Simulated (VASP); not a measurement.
Set up this calculation in VASP 6.6.1, as the native input.

```
Task                   : relaxation of cell and atoms
Functional             : PBE
Potentials or basis    : VASP PAW PBE potentials, release 64 (Be, Se)
Cutoff                 : 600 eV
k mesh                 : 6 × 6 × 6
Occupations            : gaussian, width 0.1 eV
Spin                   : no spin polarisation
Dipole correction      : no
Further INCAR settings : ALGO = Normal; EDIFF = 1e-06; IBRION = 2; EDIFFG = -0.04; NSW = 90; ISIF = 3
```

The structure of Be2Se lies in POSCAR:

```
Be2Se
1.0
   -1.8784899183      1.8784899183      3.0809166269
    1.8784899183     -1.8784899183      3.0809166269
    1.8784899183      1.8784899183     -3.0809166269
Be Se
2 1
Direct
    0.5930000000      0.5930000000      0.0000000000
    0.4070000000      0.4070000000      0.0000000000
    0.0000000000      0.0000000000      0.0000000000
```

These files were run (other wordings do the same):

INCAR

```
PREC = Accurate
ENCUT = 600
EDIFF = 1E-6
ISMEAR = 0
SIGMA = 0.1
LREAL = False
LASPH = True
NELM = 80
ALGO = Normal
ISIF = 3
LWAVE = False
LCHARG = False
GGA = PE
IBRION = 2
NSW = 90
EDIFFG = -0.04
```

KPOINTS

```
regular mesh
0
Gamma
  6 6 6
```

Potentials or basis: VASP PAW PBE potentials, release 64 (Be, Se).

Run with:

```console
$ cat potpaw_PBE.64/Be/POTCAR potpaw_PBE.64/Se/POTCAR > POTCAR
$ mpirun -np 1 vasp_std > vasp.out
```

Results of the run:

| Property | Result |
| --- | --- |
| Relaxed volume | 22.56 Å³/atom |
| Relaxed cell | a = 4.513 Å, b = 4.513 Å, c = 4.513 Å, α = 116.93°, β = 116.93°, γ = 95.40° |
| Space group after relaxing (to 0.05 Å) | I4/mmm (No. 139) |
| Energy gained by relaxing | 2702.5 meV/atom |
| Ionic steps | 41 |
| Pressure after relaxing | 0.0 GPa |
| Largest force after relaxing | 0.019 eV/Å |
| Band gap on the k mesh | 0.65 eV, direct |

Caveat: the volume moved by over 15 % at a fixed basis, so the end points are rough.

It took 3.1 min on 1 thread of Intel(R) Xeon(R) 6975P-C (Granite Rapids) (shared host), peak memory 0.24 GiB.
